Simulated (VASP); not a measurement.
Write the native input for VASP 6.6.1 that does the following.

```
Task                   : single point
Functional             : LDA
Potentials or basis    : VASP PAW LDA potentials, release 64 (Sn_d, O)
Cutoff                 : 520 eV
k mesh                 : 6 × 6 × 6
Occupations            : gaussian, width 0.1 eV
Spin                   : no spin polarisation
Dipole correction      : no
Further INCAR settings : ALGO = Normal; EDIFF = 1e-06; NBANDS = 20
```

The structure of SnO2 lies in POSCAR:

```
SnO2
1.0
    1.6030896316      0.9255442303      4.0982257986
   -1.6030896316      0.9255442303      4.0982257986
    0.0000000000     -1.8510884607      4.0982257986
Sn O
1 2
Direct
    0.5000000000      0.5000000000      0.5000000000
    0.2450008693      0.2450008693      0.2450008693
    0.7549991307      0.7549991307      0.7549991307
```

The input as run:

INCAR

```
PREC = Accurate
ENCUT = 520
EDIFF = 1E-6
ISMEAR = 0
SIGMA = 0.1
LREAL = F
LASPH = T
NELM = 60
ALGO = Normal
ISIF = 2
LWAVE = F
LCHARG = T
LELF = T
LVHAR = T
NBANDS = 20
```

KPOINTS

```
Automatic mesh
0
Gamma
  6 6 6
```

Potentials or basis: VASP PAW LDA potentials, release 64 (Sn_d, O).

The run is started by

```sh
$ cat potpaw_LDA.64/Sn_d/POTCAR potpaw_LDA.64/O/POTCAR > POTCAR
$ mpirun -np 1 vasp_std > vasp.out
```

Results of the run:

| Property | Result |
| --- | --- |
| Pressure | 0.9 GPa |
| Largest force | 0.062 eV/Å |
| Band gap on the k mesh | 1.58 eV |

Caveat: spin-orbit coupling is left out, which moves the levels of the heavy elements.

Run time: 58 s on 1 thread of Intel Xeon 8259CL, on a shared host, peak memory 0.18 GiB.
